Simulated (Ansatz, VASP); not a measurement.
One calculation of PbO2, two programs

The input INCAR:

```
PREC = Accurate ; ENCUT = 600
EDIFF = 1E-6 ; ISMEAR = 0
SIGMA = 0.1 ; LREAL = F
LASPH = T ; NELM = 200
ALGO = Normal ; ISIF = 2
LWAVE = F ; LCHARG = T
LDAU = T ; LDAUTYPE = 2
LDAUL = -1 1 ; LDAUU = 0 8.4
LDAUJ = 0 0 ; LDAUPRINT = 1
GGA = PE ; LELF = T
LVHAR = T ; NBANDS = 20
GGA_COMPAT = F
```

File KPOINTS:

```
regular mesh
0
Gamma
  6 6 6
```

Contents of POSCAR:

```
PbO2
1.0
    0.0000000000      2.7019920000      2.7019920000
    2.7019920000      0.0000000000      2.7019920000
    2.7019920000      2.7019920000      0.0000000000
Pb O
1 2
Direct
    0.0000000000      0.0000000000      0.0000000000
    0.2500000000      0.2500000000      0.2500000000
    0.7500000000      0.7500000000      0.7500000000
```

Input for Ansatz:

```yaml
crystal:
  lattice:
    - [0.0, 2.701992, 2.701992]
    - [2.701992, 0.0, 2.701992]
    - [2.701992, 2.701992, 0.0]
  atoms:
    - { symbol: Pb, position: [0.0, 0.0, 0.0] }
    - { symbol: O, position: [0.25, 0.25, 0.25] }
    - { symbol: O, position: [0.75, 0.75, 0.75] }
basis:
  ecutwfc: 420
kpoints:
  mp_grid: { grid: [6, 6, 6] }
hamiltonian:
  xc: pbe
  hubbard: { sites: [{ species: O, l: p, u_eff: 8.4 }] }
scf:
  occupations: { method: gaussian, width: 0.1 }
output:
  forces: true
  stress: true
  eigenvalues: true
```

Alike in both runs: task single point; functional PBE; k mesh 6 × 6 × 6; occupations gaussian, width 0.1 eV; no spin polarisation; Hubbard terms O p U = 8.4 eV.

```csv
,VASP,Ansatz
version,VASP 6.6.1,Ansatz 0.2.0
potentials or method,"VASP PAW PBE potentials, release 64 (Pb_d, O), cutoff 600 eV","scalar-relativistic, plane waves, PAW"
valence electrons in the cell,26,26
```

Ansatz gave:

| Item | Value |
| --- | --- |
| gap on the k mesh at the Fermi level (eV) | none |
| pressure (GPa) | -12.1 |

Q: Estimate VASP's values.

A: gap on the k mesh at the Fermi level (eV): none; pressure (GPa): -3.0.

The programs project onto different local orbitals, so the same U acts differently, and such runs can settle in different states. A gap of «none» marks a metal or a gap that the smearing closes. Ansatz's warnings: filled band counts differ across k points.

Spin-orbit coupling is off throughout.
